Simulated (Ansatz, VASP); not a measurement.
# One calculation of Pt, two programs

```
Pt
1.0
     0.00000    1.94683    2.08311
     1.83976    0.00000    2.08311
     1.83976    1.94683    0.00000
Pt
1
Direct
  0.00000 0.00000 0.00000
```

Change from the starting cell: normal strain along x -0.0550, normal strain along z +0.0700.

Alike in both runs: task single point; functional LDA; k mesh 20 × 20 × 20; occupations gaussian, width 0.15 eV; no spin polarisation.

```csv
,VASP,Ansatz
version,VASP 6.6.1,Ansatz 0.2.0
potentials or method,"VASP PAW LDA potentials, release 64 (Pt), cutoff 520 eV","scalar-relativistic, plane waves, PAW"
valence electrons in the cell,10,18
```

Ansatz gave:

| Property | Result |
| --- | --- |
| gap on the k mesh at the Fermi level (eV) | none |
| pressure (GPa) | -1.8 |
| traceless stress, the component that is largest in VASP (GPa) | -7.92 |

Question: Which values does VASP return?

Answer: gap on the k mesh at the Fermi level (eV): none; pressure (GPa): -1.1; traceless stress, the component that is largest in VASP (GPa): -7.94.

LDA's correlation is that of Perdew and Zunger in VASP and of Perdew and Wang (1992) in Ansatz. A gap of «none» marks a metal or a gap that the smearing closes. VASP's potentials hold 10 valence electrons a cell and Ansatz's 18, so a difference there can come from the potentials and not from the codes.

Spin-orbit coupling is off throughout.
